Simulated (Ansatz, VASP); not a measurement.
## Mo in VASP and in Ansatz

Contents of INCAR:

```
SYSTEM = Mo
PREC = Accurate
ENCUT = 520
EDIFF = 1E-6
ISMEAR = -1
SIGMA = 0.05
LREAL = .FALSE.
LASPH = .TRUE.
NELM = 100
ALGO = Normal
ISIF = 2
LWAVE = .FALSE.
LCHARG = .FALSE.
GGA = CA
NBANDS = 21
```

KPOINTS

```
regular mesh
0
G
  10 10 10
  0 0 0
```

File POSCAR:

```
Mo
1.0
    0.0000000000      2.7041431590      2.7041431590
    2.7041431590      0.0000000000      2.7041431590
    2.7041431590      2.7041431590      0.0000000000
Mo
2
Direct
   -0.1925000000     -0.1025000000     -0.1025000000
    0.1925000000      0.1025000000      0.1025000000
```

Input for Ansatz:

```yaml
crystal:
  lattice:
    - [0.0, 2.704143159, 2.704143159]
    - [2.704143159, 0.0, 2.704143159]
    - [2.704143159, 2.704143159, 0.0]
  atoms:
    - { symbol: Mo, position: [-0.1925, -0.1025, -0.1025] }
    - { symbol: Mo, position: [0.1925, 0.1025, 0.1025] }
kpoints:
  mp_grid: { grid: [10, 10, 10] }
scf:
  occupations: { method: fermi_dirac, width: 0.05 }
hamiltonian:
  xc: lda
  pseudopotentials: { kind: paw }
output:
  forces: true
  stress: true
  eigenvalues: true
  populations: true
```

Change from the starting cell: shortest bond scaled by 0.82, PAW files.

Alike in both runs: task single point; functional LDA; k mesh 10 × 10 × 10; occupations fermi-dirac, width 0.05 eV; no spin polarisation.

|  | VASP | Ansatz |
| --- | --- | --- |
| version | VASP 6.6.1 | Ansatz 0.2.0 |
| potentials or method | VASP PAW LDA potentials, release 64 (Mo_sv) | PAW with Ansatz's default frozen-core files, scalar-relativistic |
| plane-wave cutoff (eV) | 520 | 420 |
| valence electrons in the cell | 28 | 28 |

Ansatz gave:

```
pressure (GPa)                                                : 26.0
traceless stress, the component that is largest in VASP (GPa) : -21.44
rms of the force components (eV/Å)                            : 3.683
```

Problem. Which values does VASP return?

Solution. Pressure (GPa): 29.7; traceless stress, the component that is largest in VASP (GPa): -25.32; rms of the force components (eV/Å): 4.552.

LDA's correlation is that of Perdew and Zunger in VASP and of Perdew and Wang (1992) in Ansatz. Atom by atom the forces differ by 0.869 eV/Å (rms over components).
